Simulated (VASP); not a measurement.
Wanted: the native input for a VASP 6.6.1 run.

```
Task                   : single point
Functional             : RPBE
Potentials or basis    : VASP PAW PBE potentials, release 64 (K_sv)
Cutoff                 : 520 eV
k mesh                 : 9 × 9 × 9
Occupations            : fermi-dirac, width 0.1 eV
Spin                   : no spin polarisation
Dipole correction      : no
Further INCAR settings : ALGO = Normal; EDIFF = 1e-07; NBANDS = 10
```

The structure of K lies in POSCAR:

```
K
1.0
    0.0000000000      3.3892095759      3.3892095759
    3.3892095759      0.0000000000      3.3892095759
    3.3892095759      3.3892095759      0.0000000000
K
1
Direct
    0.0000000000      0.0000000000      0.0000000000
```

This cell differs from its parent crystal: volume scaled by 0.96.

The input as run:

INCAR

```
SYSTEM = K
PREC = Accurate
ENCUT = 520
EDIFF = 1E-7
ISMEAR = -1
SIGMA = 0.1
LREAL = .False.
LASPH = .True.
NELM = 60
ALGO = Normal
ISIF = 2
LWAVE = .False.
LCHARG = .False.
GGA = RP
NBANDS = 10
```

KPOINTS

```
regular mesh
0
Gamma
  9 9 9
  0 0 0
```

Potentials or basis: VASP PAW PBE potentials, release 64 (K_sv).

Command:

```bash
$ cat potpaw_PBE.64/K_sv/POTCAR > POTCAR
$ mpirun -np 1 vasp_std > vasp.out
```

Results of the run:

```
Pressure : 0.1 GPa
```

Caveat: the PAW data sets were made with another functional, which shifts forces and pressure a little.

Wall time 8.3 s on 1 thread of Intel(R) Xeon(R) 6975P-C (Granite Rapids), with other jobs on the host, peak memory 0.2 GiB.
